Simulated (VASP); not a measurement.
The system is ZnO.

```
Zn O
1.0
     3.41653    0.00000    0.00000
    -1.70827    2.95880    0.00000
     0.00000    0.00000    4.47757
Zn O
2 2
Direct
  0.33333 0.66667 0.25000
  0.66667 0.33333 0.75000
  0.66667 0.33333 0.25000
  0.33333 0.66667 0.75000
```

Base run:

* Program: VASP 6.6.1
* Functional: PBE
* Potentials or basis: VASP PAW PBE potentials, release 64 (Zn, O)
* Cutoff: 600 eV
* k mesh: 6 × 6 × 4
* Occupations: fermi-dirac, width 0.001 eV
* Spin: no spin polarisation

Its results: band gap on the k mesh 1.00 eV, indirect (least direct gap 1.06 eV); pressure 7.4 GPa.

Q: The run is repeated on the same cell with these changes: k mesh from 6 × 6 × 4 to 5 × 5 × 5; occupations from fermi-dirac, width 0.001 eV to gaussian, width 0.01 eV. What comes out?

A: Band gap on the k mesh 1.05 eV, direct; pressure 7.4 GPa.

Caveats: some runs use coarse meshes.

A k mesh can miss the band edges.
